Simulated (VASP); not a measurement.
# In (P6/mmm) in VASP: a series of runs

The runs below take In through single point, with PBE.

Program: VASP 6.6.1. These are calculated values, not measurements. Logs are shortened: lines on timing, memory, paths and dates and some standing lists are left out, and cuts for length are marked.

### 1 The cell of the first run

It takes space group P6/mmm (No. 191, hexagonal). Conventional cell: a = 2.492 Å, b = 2.492 Å, c = 2.387 Å, α = 90.00°, β = 90.00°, γ = 120.00°. In (site symmetry 6/mmm) has 8 In at 2.39 to 2.49 Å within 3.2 Å.

### 2 Single point, PBE

INCAR reads:

```
SYSTEM = In
PREC = Accurate ; ENCUT = 520
EDIFF = 1E-7 ; ISMEAR = -1
SIGMA = 0.1 ; LREAL = .False.
LASPH = .True. ; NELM = 80
ALGO = Normal ; ISIF = 2
LWAVE = .False. ; LCHARG = .False.
GGA = PE ; NBANDS = 12
```

KPOINTS reads:

```
Automatic mesh
0
Gamma
  15 15 14
  0 0 0
```

POSCAR reads:

```
In
1.0
    2.4917456791      0.0000000000      0.0000000000
   -1.2458728395      2.1579150579      0.0000000000
    0.0000000000      0.0000000000      2.3874569575
In
1
Direct
    0.0000000000      0.0000000000      0.0000000000
```

Potentials or basis: VASP PAW PBE potentials, release 64 (In_d).

On the command line:

```sh
$ cat potpaw_PBE.64/In_d/POTCAR > POTCAR
$ mpirun -np 1 vasp_std > vasp.out
```

OUTCAR:

```text
SYSTEM = In
   PREC = Accurate
   ENCUT = 520
   EDIFF = 1E-7
   ISMEAR = -1
   LREAL = .False.
   LASPH = .True.
   NELM = 80
   ISIF = 2
   GGA = PE

 ion  position               nearest neighbor table
   1  0.000  0.000  0.000-

  LATTYP: Found a hexagonal cell.
 ALAT       =     2.4917456791
 C/A-ratio  =     0.9581463219

  Lattice vectors:

 A1 = (   2.4917456791,   0.0000000000,   0.0000000000)
 A2 = (  -1.2458728395,   2.1579150579,   0.0000000000)
 A3 = (   0.0000000000,   0.0000000000,   2.3874569575)

Analysis of symmetry for initial positions (statically):
=====================================================================
 Subroutine PRICEL returns:
 Original cell was already a primitive cell.

 Routine SETGRP: Setting up the symmetry group for a
 hexagonal supercell.

 Subroutine GETGRP returns: Found 24 space group operations
 (whereof 24 operations were pure point group operations)
 out of a pool of 24 trial point group operations.

The static configuration has the point symmetry D_6h.

Analysis of symmetry for dynamics (positions and initial velocities):
=====================================================================
 Subroutine PRICEL returns:
 Original cell was already a primitive cell.

 Routine SETGRP: Setting up the symmetry group for a
 hexagonal supercell.

 Subroutine GETGRP returns: Found 24 space group operations
 (whereof 24 operations were pure point group operations)
 out of a pool of 24 trial point group operations.

The dynamic configuration has the point symmetry D_6h.

 Subroutine INISYM returns: Found 24 space group operations
 (whereof 24 operations are pure point group operations),
 and found     1 'primitive' translations

----------------------------------------------------------------------------------------

                                     Primitive cell

  volume of cell :      12.8373

  direct lattice vectors                    reciprocal lattice vectors
     2.491745679  0.000000000  0.000000000     0.401325066  0.231705135  0.000000000
    -1.245872840  2.157915058  0.000000000     0.000000000  0.463410270  0.000000000
     0.000000000  0.000000000  2.387456957     0.000000000  0.000000000  0.418855719

  length of vectors
     2.491745679  2.491745679  2.387456957     0.463410270  0.463410270  0.418855719

  position of ions in fractional coordinates (direct lattice)
     0.000000000  0.000000000  0.000000000

  ion indices of the primitive-cell ions
   primitive index   ion index
                 1           1

----------------------------------------------------------------------------------------

 KPOINTS: Automatic mesh

Automatic generation of k-mesh.
 Grid dimensions read from file:
 generate k-points for:   15   15   14

 Generating k-lattice:

  Cartesian coordinates                     Fractional coordinates (reciprocal lattice)
     0.026755004  0.015447009  0.000000000     0.066666667  0.000000000  0.000000000
     0.000000000  0.030894018  0.000000000     0.000000000  0.066666667  0.000000000
     0.000000000  0.000000000  0.029918266     0.000000000  0.000000000  0.071428571

  Length of vectors
     0.030894018  0.030894018  0.029918266

  Shift w.r.t. Gamma in fractional coordinates (k-lattice)
     0.000000000  0.000000000  0.000000000

 Subroutine IBZKPT returns following result:
 ===========================================

 Found    216 irreducible k-points:

 Following reciprocal coordinates:
            Coordinates               Weight
  0.000000  0.000000  0.000000      1.000000
  0.066667  0.000000  0.000000      6.000000
  0.133333  0.000000  0.000000      6.000000
  0.200000 -0.000000  0.000000      6.000000
  0.266667  0.000000  0.000000      6.000000
  0.333333  0.000000  0.000000      6.000000
[... 16 lines left out ...]
  0.333333  0.200000  0.000000     12.000000
  0.400000  0.200000  0.000000      6.000000
 [... further k-points ...]
   k-points           NKPTS =    216   k-points in BZ     NKDIM =    216   number of bands    NBANDS=     12
   number of dos      NEDOS =    301   number of ions     NIONS =      1
   total plane-waves  NPLWV =   7200
   dimension x,y,z NGX =    20 NGY =   20 NGZ =   18
   dimension x,y,z NGXF=    40 NGYF=   40 NGZF=   36
   ions per type =               1
   NGX,Y,Z   is equivalent  to a cutoff of  13.34, 13.34, 12.53 a.u.
   NGXF,Y,Z  is equivalent  to a cutoff of  26.69, 26.69, 25.07 a.u.
 SYSTEM =  In
   PREC   = accura    normal or accurate (medium, high low for compatibility)
   ISTART =      0    job   : 0-new  1-cont  2-samecut
   ICHARG =      2    charge: 1-file 2-atom 10-const
   ISPIN  =      1    spin polarized calculation?
   LNONCOLLINEAR =      F non collinear calculations
   LSORBIT =      F    spin-orbit coupling
   LASPH  =      T    aspherical Exc in radial PAW
   ENCUT  =  520.0 eV  38.22 Ry    6.18 a.u.   4.63  4.63  4.44*2*pi/ulx,y,z
   NELM   =     80;   NELMIN=  2; NELMDL= -5     # of ELM steps
   EDIFF  = 0.1E-06   stopping-criterion for ELM
   LREAL  =      F    real-space projection
   EDIFFG = 0.1E-05   stopping-criterion for IOM
   NSW    =      0    number of steps for IOM
   IBRION =     -1    ionic relax: 0-MD 1-quasi-New 2-CG
   NFREE  =      0    steps in history (QN), initial steepest desc. (CG)
   ISIF   =      2    stress and relaxation
   ISYM   =      2    0-nonsym 1-usesym 2-fastsym
   POTIM  = 0.5000    time-step for ionic-motion
   TEBEG  =    0.0;   TEEND  =   0.0 temperature during run
   PSTRESS=    0.0 pullay stress
   NELECT =      13.0000    total number of electrons
   NUPDOWN=      -1.0000    fix difference up-down
   EMIN   =  10.00;   EMAX   =-10.00  energy-range for DOS
   EFERMI =   0.00;   METHOD = LEGACY
   ISMEAR =    -1;   SIGMA  =   0.10  broadening in eV -4-tet -1-fermi 0-gaus
   EFERMI_NEDOS =   21; number of points for ismear=-14 and -15
   IALGO  =     38    algorithm
   IMIX   =      4    mixing-type and parameters
     AMIX     =   0.40;   BMIX     =  1.00
     AMIX_MAG =   1.60;   BMIX_MAG =  1.00
  volume/ion in A,a.u.               =      12.84        86.63
  Fermi-wavevector in a.u.,A,eV,Ry     =   1.643986  3.106683 36.772323  2.702690
  Thomas-Fermi vector in A             =   2.734028
   LORBIT       =      0    0 simple, 1 ext, 2 COOP (PROOUT), +10 PAW based schemes
   GGA     = PE    functional components
   LHFCALC =     F    Hartree Fock is set to
   AEXX    =    0.0000 exact exchange contribution
   IVDW    =     0    specifies the selected vdW correction
   LEPSILON=     F    determine dielectric tensor
   LRPA    =     F    only Hartree local field effects (RPA)
 non-spin polarized calculation
  energy-cutoff  :      520.00
  volume of cell :       12.84
 maximum number of plane-waves:       363
 NGX is ok and might be reduce to    20

 number of electron      13.0000002 magnetization

 Free energy of the ion-electron system (eV)
  ---------------------------------------------------
  ext. energy  EPLUGINS =         0.00000000
  ---------------------------------------------------
  free energy    TOTEN  =         2.04699942 eV

  energy without entropy =        2.05651520  energy(sigma->0) =        2.05175731

 E-fermi :  19.5457     XC(G=0): -14.1160

 val. band max:       19.5343442394   @ k =   0.3333   0.1333   0.2143
 cond. band min:      19.5615675681   @ k =   0.4000   0.0000   0.3571
 fundamental gap:      0.0272233287
 Fermi energy:        19.5456844897

 k-point     1 :       0.0000    0.0000    0.0000
  band No.  band energies     occupation
      1       0.3946      2.00000
      2       2.1670      2.00000
      3       2.1670      2.00000
      4       2.9563      2.00000
      5       4.2203      2.00000
      6       4.2203      2.00000
      7      29.4369      0.00000
      8      31.3523      0.00000
      9      36.0771      0.00000
     10      36.0771      0.00000
     11      36.4189      0.00000
     12      40.7532      0.00000

 k-point     2 :       0.0667    0.0000    0.0000
  band No.  band energies     occupation
      1       0.4444      2.00000
      2       2.1173      2.00000
      3       2.2526      2.00000
      4       3.1226      2.00000
      5       4.1647      2.00000
      6       4.2090      2.00000
      7      29.6859      0.00000
      8      31.2020      0.00000
      9      34.7765      0.00000
     10      35.2552      0.00000
     11      36.3680      0.00000
     12      41.5948      0.00000

 k-point     3 :       0.1333    0.0000    0.0000
  band No.  band energies     occupation
      1       0.5704      2.00000
      2       1.9629      2.00000
      3       2.4995      2.00000
      4       3.6562      2.00000
      5       4.0105      2.00000
      6       4.1772      2.00000
      7      29.9358      0.00000
      8      30.4135      0.00000
      9      33.4633      0.00000
     10      33.6371      0.00000
     11      36.1160      0.00000
     12      43.1098      0.00000
[... 286 lines left out ...]
 k-point    23 :       0.3333    0.2000    0.0000
  band No.  band energies     occupation
      1       1.2283      2.00000
      2       1.6979      2.00000
      3       3.2141      2.00000
      4       3.3467      2.00000
      5       3.7267      2.00000
      6      12.1865      2.00000
      7      17.6006      2.00000
      8      21.8230      0.00000
      9      35.1632      0.00000
     10      38.8553      0.00000
     11      39.6348      0.00000
     12      41.7890      0.00000

 k-point    24 :       0.4000    0.2000    0.0000
  band No.  band energies     occupation
      1       1.2200      2.00000
      2       1.7261      2.00000
      3       3.1936      2.00000
      4       3.3981      2.00000
      5       3.6996      2.00000
      6      13.7549      2.00000
      7      15.8152      2.00000
      8      21.6146      0.00000
      9      35.2428      0.00000
     10      39.5349      0.00000
     11      39.7927      0.00000
     12      41.4698      0.00000

 [... further k-points ...]

------------------------ aborting loop because EDIFF is reached ----------------------------------------

  FORCE on cell =-STRESS in cart. coord.  units (eV):
  Direction    XX          YY          ZZ          XY          YZ          ZX
  --------------------------------------------------------------------------------------
  -------------------------------------------------------------------------------------
  Total       16.6934351     16.6934351     16.6821629      0.0000000      0.0000000     -0.0000000
  in kB     2083.4481002   2083.4481003   2082.0412484      0.0000000      0.0000000     -0.0000000
  external PRESSURE =    2082.9791496 kB  Pullay stress =       0.0000000 kB

 VOLUME and BASIS-vectors are now :
 -----------------------------------------------------------------------------
  energy-cutoff  :      520.00
  volume of cell :       12.84
      direct lattice vectors                 reciprocal lattice vectors
     2.491745679  0.000000000  0.000000000     0.401325066  0.231705135  0.000000000
    -1.245872840  2.157915058  0.000000000     0.000000000  0.463410270  0.000000000
     0.000000000  0.000000000  2.387456957     0.000000000  0.000000000  0.418855719

 POSITION                                       TOTAL-FORCE (eV/Angst)
 -----------------------------------------------------------------------------------
      0.00000      0.00000      0.00000         0.000000      0.000000      0.000000
 -----------------------------------------------------------------------------------
    total drift:                               -0.000000      0.000000     -0.000000

  FREE ENERGIE OF THE ION-ELECTRON SYSTEM (eV)
  ---------------------------------------------------
  free  energy   TOTEN  =         2.0469994216 eV

  energy  without entropy=        2.0565151963  energy(sigma->0) =        2.05175731
```

Run time: 14 s. Hardware: 1 thread of Intel Xeon 6975P-C, shared host; peak memory 0.15 GiB.

What came out:

* Free energy: 2.0470 eV
* Pressure: 208.3 GPa

Stress tensor (GPa, compression positive):
```
208.34   0.00   0.00
  0.00 208.34   0.00
  0.00   0.00 208.20
```

Caveat: spin-orbit coupling is left out, which moves the levels of the heavy elements.

### 3 Single point, PBE

INCAR reads:

```
ALGO = Normal
EDIFF = 1E-6
ENCUT = 520
GGA = PE
ISIF = 2
ISMEAR = -1
LASPH = True
LCHARG = False
LREAL = False
LWAVE = False
NBANDS = 12
NELM = 80
PREC = Accurate
SIGMA = 0.1
```

KPOINTS reads:

```
k-points
0
Gamma
  15 15 14
```

POSCAR is that of step 2.

Potentials or basis: VASP PAW PBE potentials, release 64 (In_d).

On the command line:

```sh
$ cat potpaw_PBE.64/In_d/POTCAR > POTCAR
$ mpirun -np 1 vasp_std > vasp.out
```

Wall time 17 s (1 thread of Intel Xeon 6975P-C, shared host); peak memory 0.15 GiB.

It converged, with:

```yaml
Free_energy: 2.0470 eV
Pressure: 208.3 GPa
```

Stress tensor (GPa, compression positive):
```
208.33   0.00   0.00
  0.00 208.33   0.00
  0.00   0.00 208.18
```

Levels at points of the mesh, in eV from the Fermi level:
```csv
k point,band 4,band 5,band 6,band 7,band 8,band 9,band 10,band 11
"(0.00, 0.00, 0.00)",-16.59,-15.33,-15.33,9.89,11.81,16.53,16.53,16.87
"(0.00, 0.00, 0.50)",-16.42,-16.42,-8.72,-6.57,15.09,18.07,18.98,18.98
```

Caveat: spin-orbit coupling is left out, which moves the levels of the heavy elements.
